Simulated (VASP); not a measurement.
# Ge5W (P6/mmm) in VASP: a series of runs

Runs on Ge5W. Level: PBE. Tasks: single point.

All numbers are computed with VASP 6.6.1; they aren't measurements. Logs are shortened: lines on timing, memory, paths and dates and some standing lists are left out, and cuts for length are marked.

## Step 1: The cell of the first run

It takes space group P6/mmm (No. 191, hexagonal). Conventional cell: a = 4.824 Å, b = 4.824 Å, c = 5.230 Å, α = 90.00°, β = 90.00°, γ = 120.00°. Ge (site symmetry 3m) has 8 Ge at 2.51 to 3.10 Å and 3 W at 3.06 Å within 3.3 Å. Within 3.4 Å of Ge (site symmetry 6/mmm) lie 2 W at 2.61 Å and 12 Ge at 3.10 Å. W (site symmetry 6/mmm) has 14 Ge at 2.61 to 3.06 Å within 3.4 Å.

## Step 2: Single point, PBE

Input file INCAR:

```
  PREC = Accurate
  ENCUT = 520
  EDIFF = 1E-7
  ISMEAR = 0
  SIGMA = 0.1
  LREAL = F
  LASPH = T
  NELM = 80
  ALGO = Normal
  ISIF = 2
  LWAVE = F
  LCHARG = T
  GGA = PE
  LELF = T
  LVHAR = T
  NBANDS = 51
```

Input file KPOINTS:

```
Automatic mesh
0
Gamma
  6 6 4
```

Input file POSCAR:

```
Ge5W
1.0
    4.8235595834      0.0000000000      0.0000000000
   -2.4117797917      4.1773251359      0.0000000000
    0.0000000000      0.0000000000      5.2297711394
Ge W
5 1
Direct
    0.6666666667      0.3333333333      0.7402529057
    0.0000000000      0.0000000000      0.0000000000
    0.6666666667      0.3333333333      0.2597470943
    0.3333333333      0.6666666667      0.2597470943
    0.3333333333      0.6666666667      0.7402529057
    0.0000000000      0.0000000000      0.5000000000
```

Potentials or basis: VASP PAW PBE potentials, release 64 (Ge_d, W_sv).

On the command line:

```bash
cat potpaw_PBE.64/Ge_d/POTCAR potpaw_PBE.64/W_sv/POTCAR > POTCAR
mpirun -np 1 vasp_std > vasp.out
```

OUTCAR:

```text
PREC = Accurate
   ENCUT = 520
   EDIFF = 1E-7
   ISMEAR = 0
   LREAL = F
   LASPH = T
   NELM = 80
   ISIF = 2
   GGA = PE

 ion  position               nearest neighbor table
   1  0.667  0.333  0.740-   3 2.51   3 2.72   5 2.78   5 2.78   5 2.78   6 3.06   6 3.06   6 3.06

   2  0.000  0.000  0.000-   6 2.61   6 2.61
   3  0.667  0.333  0.260-   1 2.51   1 2.72   4 2.78   4 2.78   4 2.78   6 3.06   6 3.06   6 3.06

   4  0.333  0.667  0.260-   5 2.51   5 2.72   3 2.78   3 2.78   3 2.78   6 3.06   6 3.06   6 3.06

   5  0.333  0.667  0.740-   4 2.51   4 2.72   1 2.78   1 2.78   1 2.78   6 3.06   6 3.06   6 3.06

   6  0.000  0.000  0.500-   2 2.61   2 2.61   3 3.06   4 3.06   5 3.06   1 3.06   1 3.06   3 3.06
                             4 3.06   5 3.06   1 3.06   3 3.06   4 3.06   5 3.06

  LATTYP: Found a hexagonal cell.
 ALAT       =     4.8235595834
 C/A-ratio  =     1.0842140641

  Lattice vectors:

 A1 = (   4.8235595834,   0.0000000000,   0.0000000000)
 A2 = (  -2.4117797917,   4.1773251359,   0.0000000000)
 A3 = (   0.0000000000,   0.0000000000,   5.2297711394)

Analysis of symmetry for initial positions (statically):
=====================================================================
 Subroutine PRICEL returns:
 Original cell was already a primitive cell.

 Routine SETGRP: Setting up the symmetry group for a
 hexagonal supercell.

 Subroutine GETGRP returns: Found 24 space group operations
 (whereof 24 operations were pure point group operations)
 out of a pool of 24 trial point group operations.

The static configuration has the point symmetry D_6h.

Analysis of symmetry for dynamics (positions and initial velocities):
=====================================================================
 Subroutine PRICEL returns:
 Original cell was already a primitive cell.

 Routine SETGRP: Setting up the symmetry group for a
 hexagonal supercell.

 Subroutine GETGRP returns: Found 24 space group operations
 (whereof 24 operations were pure point group operations)
 out of a pool of 24 trial point group operations.

The dynamic configuration has the point symmetry D_6h.

 Subroutine INISYM returns: Found 24 space group operations
 (whereof 24 operations are pure point group operations),
 and found     1 'primitive' translations

----------------------------------------------------------------------------------------

                                     Primitive cell

  volume of cell :     105.3777

  direct lattice vectors                    reciprocal lattice vectors
     4.823559583  0.000000000  0.000000000     0.207315776  0.119693819  0.000000000
    -2.411779792  4.177325136  0.000000000     0.000000000  0.239387639  0.000000000
     0.000000000  0.000000000  5.229771139     0.000000000  0.000000000  0.191212956

  length of vectors
     4.823559583  4.823559583  5.229771139     0.239387639  0.239387639  0.191212956

  position of ions in fractional coordinates (direct lattice)
     0.666666667  0.333333333  0.740252906
     0.000000000  0.000000000  0.000000000
     0.666666667  0.333333333  0.259747094
     0.333333333  0.666666667  0.259747094
     0.333333333  0.666666667  0.740252906
     0.000000000  0.000000000  0.500000000

  ion indices of the primitive-cell ions
   primitive index   ion index
                 1           1
                 2           2
                 3           3
                 4           4
                 5           5
                 6           6

----------------------------------------------------------------------------------------

 KPOINTS: Automatic mesh

Automatic generation of k-mesh.
 Grid dimensions read from file:
 generate k-points for:    6    6    4

 Generating k-lattice:

  Cartesian coordinates                     Fractional coordinates (reciprocal lattice)
     0.034552629  0.019948970  0.000000000     0.166666667 -0.000000000  0.000000000
     0.000000000  0.039897940  0.000000000     0.000000000  0.166666667  0.000000000
     0.000000000  0.000000000  0.047803239     0.000000000  0.000000000  0.250000000

  Length of vectors
     0.039897940  0.039897940  0.047803239

  Shift w.r.t. Gamma in fractional coordinates (k-lattice)
     0.000000000  0.000000000  0.000000000

 Subroutine IBZKPT returns following result:
 ===========================================

 Found     21 irreducible k-points:

 Following reciprocal coordinates:
            Coordinates               Weight
  0.000000  0.000000  0.000000      1.000000
  0.166667 -0.000000  0.000000      6.000000
  0.333333  0.000000  0.000000      6.000000
  0.500000 -0.000000  0.000000      3.000000
  0.166667  0.166667  0.000000      6.000000
  0.333333  0.166667  0.000000     12.000000
[... 13 lines left out ...]
  0.333333  0.166667  0.500000     12.000000
  0.333333  0.333333  0.500000      2.000000
   k-points           NKPTS =     21   k-points in BZ     NKDIM =     21   number of bands    NBANDS=     51
   number of dos      NEDOS =    301   number of ions     NIONS =      6
   total plane-waves  NPLWV =  51840
   dimension x,y,z NGX =    36 NGY =   36 NGZ =   40
   dimension x,y,z NGXF=    72 NGYF=   72 NGZF=   80
   ions per type =               5   1
   NGX,Y,Z   is equivalent  to a cutoff of  12.41, 12.41, 12.72 a.u.
   NGXF,Y,Z  is equivalent  to a cutoff of  24.82, 24.82, 25.43 a.u.
 SYSTEM =  unknown system
   PREC   = accura    normal or accurate (medium, high low for compatibility)
   ISTART =      0    job   : 0-new  1-cont  2-samecut
   ICHARG =      2    charge: 1-file 2-atom 10-const
   ISPIN  =      1    spin polarized calculation?
   LNONCOLLINEAR =      F non collinear calculations
   LSORBIT =      F    spin-orbit coupling
   LASPH  =      T    aspherical Exc in radial PAW
   ENCUT  =  520.0 eV  38.22 Ry    6.18 a.u.   8.97  8.97  9.72*2*pi/ulx,y,z
   NELM   =     80;   NELMIN=  2; NELMDL= -5     # of ELM steps
   EDIFF  = 0.1E-06   stopping-criterion for ELM
   LREAL  =      F    real-space projection
   EDIFFG = 0.1E-05   stopping-criterion for IOM
   NSW    =      0    number of steps for IOM
   IBRION =     -1    ionic relax: 0-MD 1-quasi-New 2-CG
   NFREE  =      0    steps in history (QN), initial steepest desc. (CG)
   ISIF   =      2    stress and relaxation
   ISYM   =      2    0-nonsym 1-usesym 2-fastsym
   POTIM  = 0.5000    time-step for ionic-motion
   TEBEG  =    0.0;   TEEND  =   0.0 temperature during run
   PSTRESS=    0.0 pullay stress
   NELECT =      84.0000    total number of electrons
   NUPDOWN=      -1.0000    fix difference up-down
   EMIN   =  10.00;   EMAX   =-10.00  energy-range for DOS
   EFERMI =   0.00;   METHOD = LEGACY
   ISMEAR =     0;   SIGMA  =   0.10  broadening in eV -4-tet -1-fermi 0-gaus
   EFERMI_NEDOS =   21; number of points for ismear=-14 and -15
   IALGO  =     38    algorithm
   IMIX   =      4    mixing-type and parameters
     AMIX     =   0.40;   BMIX     =  1.00
     AMIX_MAG =   1.60;   BMIX_MAG =  1.00
  volume/ion in A,a.u.               =      17.56       118.52
  Fermi-wavevector in a.u.,A,eV,Ry     =   1.517930  2.868472 31.349337  2.304111
  Thomas-Fermi vector in A             =   2.627119
   LORBIT       =      0    0 simple, 1 ext, 2 COOP (PROOUT), +10 PAW based schemes
   GGA     = PE    functional components
   LHFCALC =     F    Hartree Fock is set to
   AEXX    =    0.0000 exact exchange contribution
   IVDW    =     0    specifies the selected vdW correction
   LEPSILON=     F    determine dielectric tensor
   LRPA    =     F    only Hartree local field effects (RPA)
 non-spin polarized calculation
 Gauss-broadening in eV      SIGMA  =   0.10
  energy-cutoff  :      520.00
  volume of cell :      105.38
 maximum number of plane-waves:      2859
 NGX is ok and might be reduce to    36
   NGX = 17   NGY = 17   NGZ = 19

 number of electron      84.0000048 magnetization

 Free energy of the ion-electron system (eV)
  ---------------------------------------------------
  ext. energy  EPLUGINS =         0.00000000
  ---------------------------------------------------
  free energy    TOTEN  =       -32.68207673 eV

  energy without entropy =      -32.67504166  energy(sigma->0) =      -32.67855919

 E-fermi :   8.0734     XC(G=0): -11.8829

 val. band max:        8.0132174511   @ k =   0.0000   0.0000   0.5000
 cond. band min:       8.0834760521   @ k =   0.3333   0.3333   0.2500
 fundamental gap:      0.0702586010
 Fermi energy:         8.0733608152

 k-point     1 :       0.0000    0.0000    0.0000
  band No.  band energies     occupation
      1     -66.3085      2.00000
      2     -30.5629      2.00000
      3     -30.4452      2.00000
      4     -30.4452      2.00000
      5     -16.9955      2.00000
      6     -16.9955      2.00000
[... 43 lines left out ...]
     50      11.6275      0.00000
     51      12.1995      0.00000

 k-point     2 :       0.1667   -0.0000    0.0000
  band No.  band energies     occupation
      1     -66.3085      2.00000
      2     -30.5628      2.00000
      3     -30.4457      2.00000
      4     -30.4453      2.00000
      5     -16.9950      2.00000
      6     -16.9946      2.00000
[... 43 lines left out ...]
     50      11.0246      0.00000
     51      13.6611      0.00000

 k-point     3 :       0.3333    0.0000    0.0000
  band No.  band energies     occupation
      1     -66.3085      2.00000
      2     -30.5627      2.00000
      3     -30.4468      2.00000
      4     -30.4456      2.00000
      5     -16.9941      2.00000
      6     -16.9932      2.00000
[... 43 lines left out ...]
     50      11.6865      0.00000
     51      13.3863      0.00000
[... 865 lines left out ...]
 k-point    20 :       0.3333    0.1667    0.5000
  band No.  band energies     occupation
      1     -66.3085      2.00000
      2     -30.5668      2.00000
      3     -30.4471      2.00000
      4     -30.4460      2.00000
      5     -16.9933      2.00000
      6     -16.9927      2.00000
[... 43 lines left out ...]
     50      12.6282      0.00000
     51      12.9181      0.00000

 k-point    21 :       0.3333    0.3333    0.5000
  band No.  band energies     occupation
      1     -66.3085      2.00000
      2     -30.5668      2.00000
      3     -30.4467      2.00000
      4     -30.4467      2.00000
      5     -16.9929      2.00000
      6     -16.9929      2.00000
[... 43 lines left out ...]
     50      11.3253      0.00000
     51      13.9995      0.00000

------------------------ aborting loop because EDIFF is reached ----------------------------------------

  FORCE on cell =-STRESS in cart. coord.  units (eV):
  Direction    XX          YY          ZZ          XY          YZ          ZX
  --------------------------------------------------------------------------------------
  -------------------------------------------------------------------------------------
  Total        0.0656978      0.0656978      0.0471007     -0.0000000     -0.0000000      0.0000000
  in kB        0.9988784      0.9988784      0.7161256     -0.0000000     -0.0000000      0.0000000
  external PRESSURE =       0.9046275 kB  Pullay stress =       0.0000000 kB

 VOLUME and BASIS-vectors are now :
 -----------------------------------------------------------------------------
  energy-cutoff  :      520.00
  volume of cell :      105.38
      direct lattice vectors                 reciprocal lattice vectors
     4.823559583  0.000000000  0.000000000     0.207315776  0.119693819  0.000000000
    -2.411779792  4.177325136  0.000000000     0.000000000  0.239387639  0.000000000
     0.000000000  0.000000000  5.229771139     0.000000000  0.000000000  0.191212956

 POSITION                                       TOTAL-FORCE (eV/Angst)
 -----------------------------------------------------------------------------------
      2.41178      1.39244      3.87135        -0.000000     -0.000000     -0.001438
      0.00000      0.00000      0.00000         0.000000      0.000000      0.000000
      2.41178      1.39244      1.35842         0.000000     -0.000000      0.001438
     -0.00000      2.78488      1.35842         0.000000      0.000000      0.001438
     -0.00000      2.78488      3.87135        -0.000000      0.000000     -0.001438
      0.00000      0.00000      2.61489         0.000000      0.000000      0.000000
 -----------------------------------------------------------------------------------
    total drift:                                0.000000      0.000000      0.000000

  FREE ENERGIE OF THE ION-ELECTRON SYSTEM (eV)
  ---------------------------------------------------
  free  energy   TOTEN  =       -32.6820767263 eV

  energy  without entropy=      -32.6750416612  energy(sigma->0) =      -32.67855919
```

Wall time 74 s (1 thread of AMD EPYC 9R45 (Zen 5), shared host); peak memory 0.23 GiB.

Results:

* Free energy: -32.6821 eV
* Pressure: 0.1 GPa
* Band gap on the k mesh: zero (band 42 reaches 8.91 eV, above the bottom of band 43 at 7.14 eV)

Levels at points of the mesh, in eV from the Fermi level:
| k point | band 38 | band 39 | band 40 | band 41 | band 42 | band 43 | band 44 | band 45 | band 46 | band 47 |
| --- | --- | --- | --- | --- | --- | --- | --- | --- | --- | --- |
| (0.00, 0.00, 0.00) | -2.84 | -2.06 | -1.73 | -1.73 | -1.47 | -0.26 | -0.26 | 0.59 | 1.04 | 1.04 |
| (0.50, 0.00, 0.00) | -3.00 | -2.50 | -1.58 | -1.20 | 0.61 | 0.92 | 1.20 | 1.38 | 1.82 | 2.29 |
| (0.00, 0.00, 0.50) | -3.53 | -3.53 | -2.42 | -2.42 | -0.06 | -0.06 | 0.20 | 0.35 | 1.74 | 1.74 |
| (0.50, 0.00, 0.50) | -2.03 | -1.08 | -0.91 | 0.67 | 0.84 | 0.88 | 0.93 | 1.10 | 2.43 | 3.14 |

Caveat: spin-orbit coupling is left out, which moves the levels of the heavy elements.

[end of part 1 of 2]
